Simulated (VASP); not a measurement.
# SnSe (Fm-3m) in VASP: notebook

Aim: see how the results for SnSe move with the level of theory and the settings. Levels: PBE, PBE-based global hybrid with 10 % exact exchange, PBE-based global hybrid with 25 % exact exchange, PBE-based global hybrid with 40 % exact exchange. Tasks: single point.

All numbers are computed with VASP 6.6.1; they aren't measurements. Logs are shortened: lines on timing, memory, paths and dates and some standing lists are left out, and cuts for length are marked.

## Step 1: The cell of the first run

The structure is cubic, space group Fm-3m (No. 225). The conventional cell has a = 6.020 Å, b = 6.020 Å, c = 6.020 Å, α = 90.00°, β = 90.00°, γ = 90.00°. Sn (site symmetry m-3m) has 6 Se at 3.01 Å within 4.0 Å. Within 4.0 Å of Se (site symmetry m-3m) lie 6 Sn at 3.01 Å.

## Step 2: Single point, PBE

INCAR reads:

```
SYSTEM = SnSe
ALGO = Normal ; EDIFF = 1E-6
ENCUT = 520 ; GGA = PE
ISIF = 2 ; ISMEAR = -1
LASPH = .TRUE. ; LCHARG = .FALSE.
LREAL = .FALSE. ; LWAVE = .FALSE.
NBANDS = 17 ; NELM = 60
PREC = Accurate ; SIGMA = 0.05
```

KPOINTS reads:

```
k-points
0
G
  4 4 4
  0 0 0
```

POSCAR reads:

```
SnSe
1.0
    0.0000000000      3.0100000000      3.0100000000
    3.0100000000      0.0000000000      3.0100000000
    3.0100000000      3.0100000000      0.0000000000
Sn Se
1 1
Direct
    0.0000000000      0.0000000000      0.0000000000
    0.5000000000      0.5000000000      0.5000000000
```

Potentials or basis: VASP PAW PBE potentials, release 64 (Sn_d, Se).

Started as:

```console
$ cat potpaw_PBE.64/Sn_d/POTCAR potpaw_PBE.64/Se/POTCAR > POTCAR
$ mpirun -np 1 vasp_std > vasp.out
```

OUTCAR:

```text
SYSTEM = SnSe
   EDIFF = 1E-6
   ENCUT = 520
   GGA = PE
   ISIF = 2
   ISMEAR = -1
   LASPH = .TRUE.
   LREAL = .FALSE.
   NELM = 60
   PREC = Accurate

 ion  position               nearest neighbor table
   1  0.000  0.000  0.000-   2 3.01   2 3.01   2 3.01   2 3.01   2 3.01   2 3.01
   2  0.500  0.500  0.500-   1 3.01   1 3.01   1 3.01   1 3.01   1 3.01   1 3.01

  LATTYP: Found a face centered cubic cell.
 ALAT       =     6.0200000000

  Lattice vectors:

 A1 = (   0.0000000000,   3.0100000000,   3.0100000000)
 A2 = (   3.0100000000,   0.0000000000,   3.0100000000)
 A3 = (   3.0100000000,   3.0100000000,   0.0000000000)

Analysis of symmetry for initial positions (statically):
=====================================================================
 Subroutine PRICEL returns:
 Original cell was already a primitive cell.

 Routine SETGRP: Setting up the symmetry group for a
 face centered cubic supercell.

 Subroutine GETGRP returns: Found 48 space group operations
 (whereof 48 operations were pure point group operations)
 out of a pool of 48 trial point group operations.

The static configuration has the point symmetry O_h .

Analysis of symmetry for dynamics (positions and initial velocities):
=====================================================================
 Subroutine PRICEL returns:
 Original cell was already a primitive cell.

 Routine SETGRP: Setting up the symmetry group for a
 face centered cubic supercell.

 Subroutine GETGRP returns: Found 48 space group operations
 (whereof 48 operations were pure point group operations)
 out of a pool of 48 trial point group operations.

The dynamic configuration has the point symmetry O_h .

 Subroutine INISYM returns: Found 48 space group operations
 (whereof 48 operations are pure point group operations),
 and found     1 'primitive' translations

----------------------------------------------------------------------------------------

                                     Primitive cell

  volume of cell :      54.5418

  direct lattice vectors                    reciprocal lattice vectors
     0.000000000  3.010000000  3.010000000    -0.166112957  0.166112957  0.166112957
     3.010000000  0.000000000  3.010000000     0.166112957 -0.166112957  0.166112957
     3.010000000  3.010000000  0.000000000     0.166112957  0.166112957 -0.166112957

  length of vectors
     4.256782823  4.256782823  4.256782823     0.287716081  0.287716081  0.287716081

  position of ions in fractional coordinates (direct lattice)
     0.000000000  0.000000000  0.000000000
     0.500000000  0.500000000  0.500000000

  ion indices of the primitive-cell ions
   primitive index   ion index
                 1           1
                 2           2

----------------------------------------------------------------------------------------

 KPOINTS: k-points

Automatic generation of k-mesh.
 Grid dimensions read from file:
 generate k-points for:    4    4    4

 Generating k-lattice:

  Cartesian coordinates                     Fractional coordinates (reciprocal lattice)
    -0.041528239  0.041528239  0.041528239     0.250000000  0.000000000  0.000000000
     0.041528239 -0.041528239  0.041528239     0.000000000  0.250000000  0.000000000
     0.041528239  0.041528239 -0.041528239     0.000000000  0.000000000  0.250000000

  Length of vectors
     0.071929020  0.071929020  0.071929020

  Shift w.r.t. Gamma in fractional coordinates (k-lattice)
     0.000000000  0.000000000  0.000000000

 Subroutine IBZKPT returns following result:
 ===========================================

 Found      8 irreducible k-points:

 Following reciprocal coordinates:
            Coordinates               Weight
  0.000000  0.000000  0.000000      1.000000
  0.250000  0.000000  0.000000      8.000000
  0.500000  0.000000  0.000000      4.000000
  0.250000  0.250000  0.000000      6.000000
  0.500000  0.250000  0.000000     24.000000
 -0.250000  0.250000  0.000000     12.000000
  0.500000  0.500000  0.000000      3.000000
 -0.250000  0.500000  0.250000      6.000000
   k-points           NKPTS =      8   k-points in BZ     NKDIM =      8   number of bands    NBANDS=     17
   number of dos      NEDOS =    301   number of ions     NIONS =      2
   total plane-waves  NPLWV =  32768
   dimension x,y,z NGX =    32 NGY =   32 NGZ =   32
   dimension x,y,z NGXF=    64 NGYF=   64 NGZF=   64
   ions per type =               1   1
   NGX,Y,Z   is equivalent  to a cutoff of  12.50, 12.50, 12.50 a.u.
   NGXF,Y,Z  is equivalent  to a cutoff of  24.99, 24.99, 24.99 a.u.
 SYSTEM =  SnSe
   PREC   = accura    normal or accurate (medium, high low for compatibility)
   ISTART =      0    job   : 0-new  1-cont  2-samecut
   ICHARG =      2    charge: 1-file 2-atom 10-const
   ISPIN  =      1    spin polarized calculation?
   LNONCOLLINEAR =      F non collinear calculations
   LSORBIT =      F    spin-orbit coupling
   LASPH  =      T    aspherical Exc in radial PAW
[... 30 lines left out ...]
   IVDW    =     0    specifies the selected vdW correction
   LEPSILON=     F    determine dielectric tensor
   LRPA    =     F    only Hartree local field effects (RPA)
 non-spin polarized calculation
  energy-cutoff  :      520.00
  volume of cell :       54.54
 maximum number of plane-waves:      1480
   NGX = 15   NGY = 15   NGZ = 15

 number of electron      20.0000005 magnetization

 Free energy of the ion-electron system (eV)
  ---------------------------------------------------
  ext. energy  EPLUGINS =         0.00000000
  ---------------------------------------------------
  free energy    TOTEN  =        -8.26599780 eV

  energy without entropy =       -8.26571129  energy(sigma->0) =       -8.26585455

 E-fermi :   5.8369     XC(G=0):  -9.6275

 val. band max:        5.5533825812   @ k =   0.5000   0.0000   0.0000
 cond. band min:       6.1204009134   @ k =   0.5000   0.0000   0.0000
 fundamental gap:      0.5670183323
 Fermi energy:         5.8368918520

 k-point     1 :       0.0000    0.0000    0.0000
  band No.  band energies     occupation
      1     -16.0620      2.00000
      2     -16.0620      2.00000
      3     -16.0620      2.00000
      4     -16.0618      2.00000
      5     -16.0618      2.00000
      6      -8.3420      2.00000
[... 9 lines left out ...]
     16      11.4313      0.00000
     17      13.7138      0.00000

 k-point     2 :       0.2500    0.0000    0.0000
  band No.  band energies     occupation
      1     -16.0658      2.00000
      2     -16.0658      2.00000
      3     -16.0608      2.00000
      4     -16.0556      2.00000
      5     -16.0556      2.00000
      6      -7.9433      2.00000
[... 9 lines left out ...]
     16      12.7584      0.00000
     17      16.8839      0.00000

 k-point     3 :       0.5000    0.0000    0.0000
  band No.  band energies     occupation
      1     -16.0697      2.00000
      2     -16.0697      2.00000
      3     -16.0596      2.00000
      4     -16.0492      2.00000
      5     -16.0491      2.00000
      6      -7.4223      2.00000
[... 9 lines left out ...]
     16      15.7671      0.00000
     17      15.7671      0.00000

 k-point     4 :       0.2500    0.2500    0.0000
  band No.  band energies     occupation
      1     -16.0734      2.00000
      2     -16.0652      2.00000
      3     -16.0580      2.00000
      4     -16.0535      2.00000
      5     -16.0535      2.00000
      6      -7.8117      2.00000
[... 9 lines left out ...]
     16      14.6881      0.00000
     17      14.6881      0.00000

 k-point     5 :       0.5000    0.2500    0.0000
  band No.  band energies     occupation
      1     -16.0787      2.00000
      2     -16.0616      2.00000
      3     -16.0613      2.00000
      4     -16.0505      2.00000
      5     -16.0475      2.00000
      6      -7.2957      2.00000
[... 9 lines left out ...]
     16      16.2438      0.00000
     17      16.9617      0.00000

 k-point     6 :      -0.2500    0.2500    0.0000
  band No.  band energies     occupation
      1     -16.0710      2.00000
      2     -16.0658      2.00000
      3     -16.0572      2.00000
      4     -16.0530      2.00000
      5     -16.0525      2.00000
      6      -7.4653      2.00000
[... 9 lines left out ...]
     16      14.7726      0.00000
     17      15.8749      0.00000

 k-point     7 :       0.5000    0.5000    0.0000
  band No.  band energies     occupation
      1     -16.0899      2.00000
      2     -16.0685      2.00000
      3     -16.0542      2.00000
      4     -16.0446      2.00000
      5     -16.0446      2.00000
      6      -7.1478      2.00000
[... 9 lines left out ...]
     16      17.1790      0.00000
     17      18.1746      0.00000

 k-point     8 :      -0.2500    0.5000    0.2500
  band No.  band energies     occupation
      1     -16.0810      2.00000
      2     -16.0607      2.00000
      3     -16.0567      2.00000
      4     -16.0567      2.00000
      5     -16.0446      2.00000
      6      -7.1203      2.00000
[... 9 lines left out ...]
     16      16.8210      0.00000
     17      18.3497      0.00000

------------------------ aborting loop because EDIFF is reached ----------------------------------------

  FORCE on cell =-STRESS in cart. coord.  units (eV):
  Direction    XX          YY          ZZ          XY          YZ          ZX
  --------------------------------------------------------------------------------------
  -------------------------------------------------------------------------------------
  Total       -0.1501973     -0.1501973     -0.1501973     -0.0000000     -0.0000000      0.0000000
  in kB       -4.4120789     -4.4120789     -4.4120789     -0.0000000     -0.0000000      0.0000000
  external PRESSURE =      -4.4120789 kB  Pullay stress =       0.0000000 kB

 VOLUME and BASIS-vectors are now :
 -----------------------------------------------------------------------------
  energy-cutoff  :      520.00
  volume of cell :       54.54
      direct lattice vectors                 reciprocal lattice vectors
     0.000000000  3.010000000  3.010000000    -0.166112957  0.166112957  0.166112957
     3.010000000  0.000000000  3.010000000     0.166112957 -0.166112957  0.166112957
     3.010000000  3.010000000  0.000000000     0.166112957  0.166112957 -0.166112957

 POSITION                                       TOTAL-FORCE (eV/Angst)
 -----------------------------------------------------------------------------------
      0.00000      0.00000      0.00000         0.000000      0.000000      0.000000
      3.01000      3.01000      3.01000         0.000000     -0.000000      0.000000
 -----------------------------------------------------------------------------------
    total drift:                                0.000000     -0.000000     -0.000000

  FREE ENERGIE OF THE ION-ELECTRON SYSTEM (eV)
  ---------------------------------------------------
  free  energy   TOTEN  =        -8.2659978046 eV

  energy  without entropy=       -8.2657112855  energy(sigma->0) =       -8.26585455
```

Run time: 7.6 s. Hardware: 1 thread of Intel Xeon Platinum 8259CL at 2.50GHz (Skylake/Cascade Lake), shared host; peak memory 0.17 GiB.

Results:

| Quantity | Value |
| --- | --- |
| Free energy | -8.2660 eV |
| Pressure | -0.4 GPa |
| Band gap on the k mesh | 0.57 eV |

Caveat: the k points lie up to 0.45 Å⁻¹ apart; spin-orbit coupling is left out, which moves the levels of the heavy elements. A k mesh can miss the band edges.

## Step 3: Single point, PBE-based global hybrid with 10 % exact exchange

POSCAR is that of step 2.

INCAR.step1 reads:

```
SYSTEM = SnSe
PREC     = Accurate       ! precision mode
ENCUT    = 520            ! plane-wave cutoff, eV
EDIFF    = 1E-5           ! SCF threshold, eV
ISMEAR   = -1             ! smearing method
SIGMA    = 0.05           ! smearing width, eV
LREAL    = .FALSE.        ! projectors in reciprocal space
LASPH    = .TRUE.         ! aspherical terms in the spheres
NELM     = 100            ! most SCF steps
ALGO     = Normal         ! electronic algorithm
ISIF     = 2              ! what is computed and relaxed
LWAVE    = .TRUE.         ! write WAVECAR
LCHARG   = .FALSE.        ! write CHGCAR
GGA      = PE             ! functional
NBANDS   = 17             ! bands
```

INCAR.step2 reads:

```
SYSTEM = SnSe
PREC     = Accurate       ! precision mode
ENCUT    = 520            ! plane-wave cutoff, eV
EDIFF    = 1E-6           ! SCF threshold, eV
ISMEAR   = -1             ! smearing method
SIGMA    = 0.05           ! smearing width, eV
LREAL    = .FALSE.        ! projectors in reciprocal space
LASPH    = .TRUE.         ! aspherical terms in the spheres
NELM     = 100            ! most SCF steps
ALGO     = Normal         ! electronic algorithm
ISIF     = 2              ! what is computed and relaxed
LWAVE    = .FALSE.        ! write WAVECAR
LCHARG   = .FALSE.        ! write CHGCAR
GGA      = PE             ! functional
LHFCALC  = .TRUE.         ! exact exchange
AEXX     = 0.1            ! exact-exchange fraction
PRECFOCK = Normal       
ISTART   = 1            
NBANDS   = 17             ! bands
```

KPOINTS reads:

```
regular mesh
0
G
  4 4 4
  0 0 0
```

Potentials or basis: VASP PAW PBE potentials, release 64 (Sn_d, Se).

Started as:

```console
$ cat potpaw_PBE.64/Sn_d/POTCAR potpaw_PBE.64/Se/POTCAR > POTCAR
$ cp INCAR.step1 INCAR
$ mpirun -np 1 vasp_std > vasp.out
$ cp INCAR.step2 INCAR
$ mpirun -np 1 vasp_std > vasp.out
```

Run time: 6.5 min. Hardware: 1 thread of Intel Xeon Platinum 8259CL at 2.50GHz (Skylake/Cascade Lake), shared host; peak memory 0.19 GiB.

It converged, with:

```
Free energy            : -9.2743 eV
Pressure               : -1.1 GPa
Band gap on the k mesh : 0.77 eV
```

Levels at points of the mesh, in eV from the valence-band top:
```csv
k point,band 7,band 8,band 9,band 10,band 11,band 12,band 13,band 14
"(0.00, 0.00, 0.00)",-5.35,-2.48,-2.48,-2.48,4.79,4.79,4.79,6.27
"(0.50, 0.00, 0.00)",-8.55,-2.23,-2.23,0.00,0.77,1.57,1.57,8.69
"(0.50, 0.50, 0.00)",-6.35,-5.91,-3.99,-3.99,3.34,5.85,5.85,6.47
```

Caveat: the k points lie up to 0.45 Å⁻¹ apart; the PAW data sets were made with another functional, which shifts forces and pressure a little; spin-orbit coupling is left out, which moves the levels of the heavy elements. A k mesh can miss the band edges.

## Step 4: Single point, PBE-based global hybrid with 25 % exact exchange

POSCAR is that of step 3.

INCAR.step1 reads:

```
PREC     = Accurate       # precision mode
ENCUT    = 520            # plane-wave cutoff, eV
EDIFF    = 1E-5           # SCF threshold, eV
ISMEAR   = -1             # smearing method
SIGMA    = 0.05           # smearing width, eV
LREAL    = False          # projectors in reciprocal space
LASPH    = True           # aspherical terms in the spheres
NELM     = 100            # most SCF steps
ALGO     = Normal         # electronic algorithm
ISIF     = 2              # what is computed and relaxed
LWAVE    = True           # write WAVECAR
LCHARG   = False          # write CHGCAR
NBANDS   = 17             # bands
GGA      = PE             # functional
```

INCAR.step2 reads:

```
PREC     = Accurate       # precision mode
ENCUT    = 520            # plane-wave cutoff, eV
EDIFF    = 1E-6           # SCF threshold, eV
ISMEAR   = -1             # smearing method
SIGMA    = 0.05           # smearing width, eV
LREAL    = False          # projectors in reciprocal space
LASPH    = True           # aspherical terms in the spheres
NELM     = 100            # most SCF steps
ALGO     = Normal         # electronic algorithm
ISIF     = 2              # what is computed and relaxed
LWAVE    = False          # write WAVECAR
LCHARG   = False          # write CHGCAR
GGA      = PE             # functional
LHFCALC  = True           # exact exchange
AEXX     = 0.25           # exact-exchange fraction
PRECFOCK = Normal       
NBANDS   = 17             # bands
ISTART   = 1
```

KPOINTS reads:

```
Automatic mesh
0
Gamma
  4 4 4
```

Started as:

```console
$ cat potpaw_PBE.64/Sn_d/POTCAR potpaw_PBE.64/Se/POTCAR > POTCAR
$ cp INCAR.step1 INCAR
$ mpirun -np 1 vasp_std > vasp.out
$ cp INCAR.step2 INCAR
$ mpirun -np 1 vasp_std > vasp.out
```

It took 7.7 min on 1 thread of Intel Xeon Platinum 8259CL at 2.50GHz (Skylake/Cascade Lake), shared host; peak memory 0.19 GiB.

Results (log left out):

```yaml
Free_energy: -10.8211 eV
Pressure: -2.0 GPa
Band_gap_on_the_k_mesh: 1.05 eV
```

Levels at points of the mesh, in eV from the valence-band top:
| k point | band 8 | band 9 | band 10 | band 11 | band 12 | band 13 |
| --- | --- | --- | --- | --- | --- | --- |
| (0.00, 0.00, 0.00) | -2.92 | -2.92 | -2.92 | 5.47 | 5.47 | 5.47 |
| (0.50, 0.00, 0.00) | -2.66 | -2.66 | 0.00 | 1.05 | 2.02 | 2.02 |
| (0.50, 0.50, 0.00) | -6.59 | -4.52 | -4.52 | 3.79 | 6.59 | 6.59 |

Caveat: the k points lie up to 0.45 Å⁻¹ apart; the PAW data sets were made with another functional, which shifts forces and pressure a little; spin-orbit coupling is left out, which moves the levels of the heavy elements. A k mesh can miss the band edges.

## Step 5: Single point, PBE-based global hybrid with 40 % exact exchange

POSCAR is that of step 4.

INCAR.step1 reads:

```
ALGO = Normal
EDIFF = 1E-5
ENCUT = 520
GGA = PE
ISIF = 2
ISMEAR = -1
LASPH = True
LREAL = False
LWAVE = True
NBANDS = 17
NELM = 100
PREC = Accurate
SIGMA = 0.05
```

INCAR.step2 reads:

```
AEXX = 0.4
ALGO = Normal
EDIFF = 1E-6
ENCUT = 520
GGA = PE
ISIF = 2
ISMEAR = -1
ISTART = 1
LASPH = True
LCHARG = True
LELF = True
LHFCALC = True
LREAL = False
LVHAR = True
LWAVE = False
NBANDS = 17
NELM = 100
PREC = Accurate
PRECFOCK = Normal
SIGMA = 0.05
```

KPOINTS reads:

```
k-points
0
Gamma
  4 4 4
```

Started as:

```console
$ cat potpaw_PBE.64/Sn_d/POTCAR potpaw_PBE.64/Se/POTCAR > POTCAR
$ cp INCAR.step1 INCAR
$ mpirun -np 1 vasp_std > vasp.out
$ cp INCAR.step2 INCAR
$ mpirun -np 1 vasp_std > vasp.out
```

It took 8.3 min on 1 thread of Intel Xeon Platinum 8259CL at 2.50GHz (Skylake/Cascade Lake), shared host; peak memory 0.19 GiB.

The run converged. Its results:

```yaml
Free_energy: -12.4075 eV
Pressure: -2.9 GPa
Band_gap_on_the_k_mesh: 1.31 eV
```

Levels at points of the mesh, in eV from the valence-band top:
| k point | band 6 | band 7 | band 8 | band 9 | band 10 | band 11 | band 12 | band 13 | band 14 | band 15 |
| --- | --- | --- | --- | --- | --- | --- | --- | --- | --- | --- |
| (0.00, 0.00, 0.00) | -17.00 | -6.21 | -3.39 | -3.39 | -3.39 | 6.15 | 6.15 | 6.15 | 7.41 | 7.41 |
| (0.50, 0.00, 0.00) | -15.89 | -10.14 | -3.13 | -3.13 | 0.00 | 1.31 | 2.47 | 2.47 | 10.01 | 12.13 |
| (0.50, 0.50, 0.00) | -15.55 | -7.46 | -7.28 | -5.08 | -5.08 | 4.23 | 7.32 | 7.32 | 7.98 | 12.46 |

Caveat: the k points lie up to 0.45 Å⁻¹ apart; the PAW data sets were made with another functional, which shifts forces and pressure a little; spin-orbit coupling is left out, which moves the levels of the heavy elements. A k mesh can miss the band edges.

## Step 6: Overview

```csv
level,grid for exact exchange (PRECFOCK),share of exact exchange,gap on the mesh (eV),pressure (GPa)
PBE,-,-,0.57,-0.4
PBE-based global hybrid with 10 % exact exchange,Normal,0.1,0.77,-1.1
PBE-based global hybrid with 25 % exact exchange,Normal,0.25,1.05,-2.0
PBE-based global hybrid with 40 % exact exchange,Normal,0.4,1.31,-2.9
```

Alike in all rows: task single point; potentials or basis VASP PAW PBE potentials, release 64 (Sn_d, Se); no spin polarisation; cell as given; k mesh 4 × 4 × 4; cutoff (eV) 520; smearing fermi-dirac 0.05 eV.

Caveats: all runs use coarse meshes; spin-orbit coupling is left out, which moves the levels of the heavy elements; the PAW data sets were made with another functional, which shifts forces and pressure a little (at least some runs).

Total energies depend on the potentials used, so only differences within one code and one set of settings carry meaning.
